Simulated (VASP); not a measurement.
# CoPtO2 (R-3m) in VASP: further runs, part 2 of 2

VASP 6.6.1. Earlier steps stand in the parts before.

## (4) Single point, PBE (strain -0.015 along x and y, +0.030 along z)

Input file INCAR:

```
SYSTEM = CoPtO2
PREC = Accurate
ENCUT = 520
EDIFF = 1E-7
ISMEAR = 0
SIGMA = 0.15
LREAL = .False.
LASPH = .True.
NELM = 60
ALGO = Normal
ISIF = 2
LWAVE = .False.
LCHARG = .False.
GGA = PE
NBANDS = 24
```

Input file KPOINTS:

```
Automatic mesh
0
Gamma
  18 18 18
  0 0 0
```

Input file POSCAR:

```
CoPtO2
1.0
    1.4059840539      0.8117452720      6.1399172004
   -1.4059840539      0.8117452720      6.1399172004
    0.0000000000     -1.6234905440      6.1399172004
Co Pt O
1 1 2
Direct
    0.5000000000      0.5000000000      0.5000000000
    0.0000000000      0.0000000000      0.0000000000
    0.8876528272      0.8876528272      0.8876528272
    0.1123471728      0.1123471728      0.1123471728
```

Potentials or basis: VASP PAW PBE potentials, release 64 (Co, Pt, O).

Started as:

```
> cat potpaw_PBE.64/Co/POTCAR potpaw_PBE.64/Pt/POTCAR potpaw_PBE.64/O/POTCAR > POTCAR
> mpirun -np 1 vasp_std > vasp.out
```

OUTCAR:

```text
SYSTEM = CoPtO2
   PREC = Accurate
   ENCUT = 520
   EDIFF = 1E-7
   ISMEAR = 0
   LREAL = .False.
   LASPH = .True.
   NELM = 60
   ISIF = 2
   GGA = PE

 ion  position               nearest neighbor table
   1  0.500  0.500  0.500-   4 1.91   4 1.91   3 1.91   3 1.91   4 1.91   3 1.91
   2  0.000  0.000  0.000-   3 2.07   4 2.07
   3  0.888  0.888  0.888-   1 1.91   1 1.91   1 1.91   2 2.07
   4  0.112  0.112  0.112-   1 1.91   1 1.91   1 1.91   2 2.07

  LATTYP: Found a trigonal (rhomboedric) cell.
 ALAT       =     6.3509294418
 COS(alpha) =     0.9019796587

  Lattice vectors:

 A1 = (   1.4059840539,   0.8117452720,   6.1399172004)
 A2 = (  -1.4059840539,   0.8117452720,   6.1399172004)
 A3 = (   0.0000000000,  -1.6234905440,   6.1399172004)

Analysis of symmetry for initial positions (statically):
=====================================================================
 Subroutine PRICEL returns:
 Original cell was already a primitive cell.

 Routine SETGRP: Setting up the symmetry group for a
 trigonal (rhombohedral) supercell.

 Subroutine GETGRP returns: Found 12 space group operations
 (whereof 12 operations were pure point group operations)
 out of a pool of 12 trial point group operations.

The static configuration has the point symmetry D_3d.

Analysis of symmetry for dynamics (positions and initial velocities):
=====================================================================
 Subroutine PRICEL returns:
 Original cell was already a primitive cell.

 Routine SETGRP: Setting up the symmetry group for a
 trigonal (rhombohedral) supercell.

 Subroutine GETGRP returns: Found 12 space group operations
 (whereof 12 operations were pure point group operations)
 out of a pool of 12 trial point group operations.

The dynamic configuration has the point symmetry D_3d.

 Subroutine INISYM returns: Found 12 space group operations
 (whereof 12 operations are pure point group operations),
 and found     1 'primitive' translations

----------------------------------------------------------------------------------------

                                     Primitive cell

  volume of cell :      42.0450

  direct lattice vectors                    reciprocal lattice vectors
     1.405984054  0.811745272  6.139917200     0.355622810  0.205318925  0.054289549
    -1.405984054  0.811745272  6.139917200    -0.355622810  0.205318925  0.054289549
     0.000000000 -1.623490544  6.139917200     0.000000000 -0.410637850  0.054289549

  length of vectors
     6.350929442  6.350929442  6.350929442     0.414211056  0.414211056  0.414211056

  position of ions in fractional coordinates (direct lattice)
     0.500000000  0.500000000  0.500000000
     0.000000000  0.000000000  0.000000000
     0.887652827  0.887652827  0.887652827
     0.112347173  0.112347173  0.112347173

  ion indices of the primitive-cell ions
   primitive index   ion index
                 1           1
                 2           2
                 3           3
                 4           4

----------------------------------------------------------------------------------------

 KPOINTS: Automatic mesh

Automatic generation of k-mesh.
 Grid dimensions read from file:
 generate k-points for:   18   18   18

 Generating k-lattice:

  Cartesian coordinates                     Fractional coordinates (reciprocal lattice)
     0.019756823  0.011406607  0.003016086     0.055555556  0.000000000  0.000000000
    -0.019756823  0.011406607  0.003016086     0.000000000  0.055555556  0.000000000
     0.000000000 -0.022813214  0.003016086     0.000000000  0.000000000  0.055555556

  Length of vectors
     0.023011725  0.023011725  0.023011725

  Shift w.r.t. Gamma in fractional coordinates (k-lattice)
     0.000000000  0.000000000  0.000000000

 Subroutine IBZKPT returns following result:
 ===========================================

 Found    580 irreducible k-points:

 Following reciprocal coordinates:
            Coordinates               Weight
  0.000000  0.000000  0.000000      1.000000
  0.055556  0.000000  0.000000      6.000000
  0.111111  0.000000  0.000000      6.000000
  0.166667  0.000000  0.000000      6.000000
  0.222222 -0.000000  0.000000      6.000000
  0.277778  0.000000  0.000000      6.000000
[... 16 lines left out ...]
 -0.277778  0.055556  0.000000     12.000000
 -0.222222  0.055556  0.000000     12.000000
 [... further k-points ...]
   k-points           NKPTS =    580   k-points in BZ     NKDIM =    580   number of bands    NBANDS=     24
   number of dos      NEDOS =    301   number of ions     NIONS =      4
   total plane-waves  NPLWV = 110592
   dimension x,y,z NGX =    48 NGY =   48 NGZ =   48
   dimension x,y,z NGXF=    96 NGYF=   96 NGZF=   96
   ions per type =               1   1   2
   NGX,Y,Z   is equivalent  to a cutoff of  12.56, 12.56, 12.56 a.u.
   NGXF,Y,Z  is equivalent  to a cutoff of  25.13, 25.13, 25.13 a.u.
 SYSTEM =  CoPtO2
   PREC   = accura    normal or accurate (medium, high low for compatibility)
   ISTART =      0    job   : 0-new  1-cont  2-samecut
   ICHARG =      2    charge: 1-file 2-atom 10-const
   ISPIN  =      1    spin polarized calculation?
   LNONCOLLINEAR =      F non collinear calculations
   LSORBIT =      F    spin-orbit coupling
   LASPH  =      T    aspherical Exc in radial PAW
   ENCUT  =  520.0 eV  38.22 Ry    6.18 a.u.  11.81 11.81 11.81*2*pi/ulx,y,z
   NELM   =     60;   NELMIN=  2; NELMDL= -5     # of ELM steps
   EDIFF  = 0.1E-06   stopping-criterion for ELM
   LREAL  =      F    real-space projection
   EDIFFG = 0.1E-05   stopping-criterion for IOM
   NSW    =      0    number of steps for IOM
   IBRION =     -1    ionic relax: 0-MD 1-quasi-New 2-CG
   NFREE  =      0    steps in history (QN), initial steepest desc. (CG)
   ISIF   =      2    stress and relaxation
   ISYM   =      2    0-nonsym 1-usesym 2-fastsym
   POTIM  = 0.5000    time-step for ionic-motion
   TEBEG  =    0.0;   TEEND  =   0.0 temperature during run
   PSTRESS=    0.0 pullay stress
   NELECT =      31.0000    total number of electrons
   NUPDOWN=      -1.0000    fix difference up-down
   EMIN   =  10.00;   EMAX   =-10.00  energy-range for DOS
   EFERMI =   0.00;   METHOD = LEGACY
   ISMEAR =     0;   SIGMA  =   0.15  broadening in eV -4-tet -1-fermi 0-gaus
   EFERMI_NEDOS =   21; number of points for ismear=-14 and -15
   IALGO  =     38    algorithm
   IMIX   =      4    mixing-type and parameters
     AMIX     =   0.40;   BMIX     =  1.00
     AMIX_MAG =   1.60;   BMIX_MAG =  1.00
  volume/ion in A,a.u.               =      10.51        70.93
  Fermi-wavevector in a.u.,A,eV,Ry     =   1.478963  2.794836 29.760468  2.187333
  Thomas-Fermi vector in A             =   2.593180
   LORBIT       =      0    0 simple, 1 ext, 2 COOP (PROOUT), +10 PAW based schemes
   GGA     = PE    functional components
   LHFCALC =     F    Hartree Fock is set to
   AEXX    =    0.0000 exact exchange contribution
   IVDW    =     0    specifies the selected vdW correction
   LEPSILON=     F    determine dielectric tensor
   LRPA    =     F    only Hartree local field effects (RPA)
 non-spin polarized calculation
 Gauss-broadening in eV      SIGMA  =   0.15
  energy-cutoff  :      520.00
  volume of cell :       42.04
 maximum number of plane-waves:      1148
   NGX = 23   NGY = 23   NGZ = 23

 number of electron      31.0000001 magnetization

 Free energy of the ion-electron system (eV)
  ---------------------------------------------------
  ext. energy  EPLUGINS =         0.00000000
  ---------------------------------------------------
  free energy    TOTEN  =       -26.39386132 eV

  energy without entropy =      -26.38087649  energy(sigma->0) =      -26.38736891

 E-fermi :   8.3192     XC(G=0): -12.5462

 val. band max:        8.3006135605   @ k =  -0.3889  -0.3889   0.0556
 cond. band min:       8.3283335023   @ k =   0.4444   0.3889   0.0000
 fundamental gap:      0.0277199418
 Fermi energy:         8.3191729128

 k-point     1 :       0.0000    0.0000    0.0000
  band No.  band energies     occupation
      1     -12.9724      2.00000
      2     -11.2397      2.00000
      3      -0.9936      2.00000
      4       1.3696      2.00000
      5       2.1391      2.00000
      6       2.1391      2.00000
[... 16 lines left out ...]
     23      24.2034      0.00000
     24      26.0409      0.00000
[... 598 lines left out ...]
      2     -11.1526      2.00000
      3      -0.1665      2.00000
      4       1.0016      2.00000
      5       2.2093      2.00000
      6       2.4666      2.00000
[... 16 lines left out ...]
     23      22.2291      0.00000
     24      22.3501      0.00000

 [... further k-points ...]
[... 5 lines left out ...]
  --------------------------------------------------------------------------------------
  -------------------------------------------------------------------------------------
  Total        1.0772844      1.0772844     -3.1894355      0.0000000     -0.0000000      0.0000000
  in kB       41.0513092     41.0513092   -121.5375510      0.0000000     -0.0000000      0.0000000
  external PRESSURE =     -13.1449775 kB  Pullay stress =       0.0000000 kB

 VOLUME and BASIS-vectors are now :
 -----------------------------------------------------------------------------
  energy-cutoff  :      520.00
  volume of cell :       42.04
      direct lattice vectors                 reciprocal lattice vectors
     1.405984054  0.811745272  6.139917200     0.355622810  0.205318925  0.054289549
    -1.405984054  0.811745272  6.139917200    -0.355622810  0.205318925  0.054289549
     0.000000000 -1.623490544  6.139917200     0.000000000 -0.410637850  0.054289549

 POSITION                                       TOTAL-FORCE (eV/Angst)
 -----------------------------------------------------------------------------------
      0.00000      0.00000      9.20988        -0.000000      0.000000      0.000000
      0.00000      0.00000      0.00000         0.000000     -0.000000      0.000000
      0.00000      0.00000     16.35034         0.000000      0.000000      0.398284
      0.00000      0.00000      2.06941         0.000000      0.000000     -0.398284
 -----------------------------------------------------------------------------------
    total drift:                               -0.000000     -0.000000      0.000000

  FREE ENERGIE OF THE ION-ELECTRON SYSTEM (eV)
  ---------------------------------------------------
  free  energy   TOTEN  =       -26.3938613182 eV

  energy  without entropy=      -26.3808764925  energy(sigma->0) =      -26.38736891
```

OSZICAR:

```text
N       E                     dE             d eps       ncg     rms          rms(c)
DAV:   1     0.235310316249E+03    0.23531E+03   -0.15050E+04 28200   0.142E+03
DAV:   2    -0.137746582153E+02   -0.24908E+03   -0.22372E+03 30216   0.340E+02
DAV:   3    -0.311711005459E+02   -0.17396E+02   -0.16912E+02 34128   0.100E+02
DAV:   4    -0.314282406500E+02   -0.25714E+00   -0.25694E+00 32280   0.125E+01
DAV:   5    -0.314340530779E+02   -0.58124E-02   -0.58121E-02 35640   0.189E+00    0.257E+01
DAV:   6    -0.339132077662E+02   -0.24792E+01   -0.28598E+01 33056   0.967E+01    0.375E+01
DAV:   7    -0.272525898433E+02    0.66606E+01   -0.20721E+01 36232   0.117E+02    0.155E+01
DAV:   8    -0.263742962096E+02    0.87829E+00   -0.52475E+00 38176   0.209E+01    0.530E+00
DAV:   9    -0.263942542703E+02   -0.19958E-01   -0.35884E-01 30536   0.457E+00    0.172E+00
DAV:  10    -0.263941174018E+02    0.13687E-03   -0.14210E-02 41704   0.137E+00    0.538E-01
DAV:  11    -0.263940423185E+02    0.75083E-04   -0.50283E-03 35008   0.661E-01    0.297E-01
DAV:  12    -0.263939406609E+02    0.10166E-03   -0.20969E-04 40872   0.164E-01    0.172E-01
DAV:  13    -0.263938595133E+02    0.81148E-04   -0.19752E-04 39904   0.222E-01    0.310E-02
DAV:  14    -0.263938618044E+02   -0.22911E-05   -0.18663E-05 29784   0.386E-02    0.216E-02
DAV:  15    -0.263938616005E+02    0.20386E-06   -0.72015E-07 38912   0.108E-02    0.987E-03
DAV:  16    -0.263938612423E+02    0.35823E-06   -0.49678E-07 35608   0.974E-03    0.178E-03
DAV:  17    -0.263938613182E+02   -0.75888E-07   -0.64917E-08 18888   0.222E-03
   1 F= -.26393861E+02 E0= -.26387369E+02  d E =-.129848E-01
```

It took 29 min on 1 thread of AMD EPYC 9R45 (Zen 5), shared host; peak memory 0.77 GiB.

What came out:

```
Free energy            : -26.3939 eV
Pressure               : -1.3 GPa
Largest force          : 0.398 eV/Å
Band gap on the k mesh : zero (an odd number of electrons rules out a gap without spin polarisation)
```

Forces on the atoms (eV/Å):
```
Co   0.000  0.000  0.000
Pt   0.000  0.000  0.000
O    0.000  0.000  0.398
O    0.000  0.000 -0.398
```

Stress tensor (GPa, compression positive):
```
  4.11   0.00   0.00
  0.00   4.11   0.00
  0.00   0.00 -12.15
```

Levels at points of the mesh, in eV from the Fermi level:
```csv
k point,band 13,band 14,band 15,band 16,band 17,band 18,band 19,band 20
"(0.00, 0.00, 0.00)",-1.88,-1.66,-1.50,-1.50,1.73,1.73,2.15,5.59
"(0.50, 0.00, 0.00)",-1.19,-0.94,0.15,1.01,1.04,1.31,2.47,6.88
"(0.50, 0.50, 0.00)",-1.19,-0.97,0.02,0.15,1.64,2.11,2.48,7.42
"(0.50, 0.50, 0.50)",-1.84,-0.95,-0.79,-0.79,1.41,1.41,3.19,4.45
```

Caveat: the cell differs from its parent crystal (strain -0.015 along x and y, +0.030 along z); the stress differs along the axes, from -12 to 4 GPa; spin-orbit coupling is left out, which moves the levels of the heavy elements; an odd number of electrons without spin polarisation forces a metal; a magnetic or distorted state may lie lower; the run has no spin polarisation, though such a crystal can be magnetic; semilocal functionals often make such compounds metallic where correlation or magnetic order opens a gap, which also shifts bond lengths. Spin polarisation is off, so any magnetic state and its effect on volume and gap are missing.

## (5) Overview

```csv
cell,gap on the mesh (eV),pressure (GPa),largest force (eV/Å)
"a = 6.013 Å, angles 27.5°, 4 atoms",none,10.5,0.49
"a = 6.178 Å, angles 26.3°, 4 atoms",none,7.2,0.26
"a = 6.351 Å, angles 25.6°, 4 atoms",none,-1.3,0.40
```

Alike in all rows: task single point; level PBE; potentials or basis VASP PAW PBE potentials, release 64 (Co, Pt, O); no spin polarisation; k mesh 18 × 18 × 18; cutoff (eV) 520; smearing gaussian 0.15 eV.

Caveats: spin-orbit coupling is left out, which moves the levels of the heavy elements; an odd number of electrons without spin polarisation forces a metal; a magnetic or distorted state may lie lower; the run has no spin polarisation, though such a crystal can be magnetic; semilocal functionals often make such compounds metallic where correlation or magnetic order opens a gap, which also shifts bond lengths; the stress differs along the axes, from 4 to 23 GPa (at least some runs); the cell stands under pressure (at least some runs).

Total energies depend on the potentials used, so only differences within one code and one set of settings carry meaning.

The gap in the log of VASP goes by the Fermi energy; the results here count the filled bands.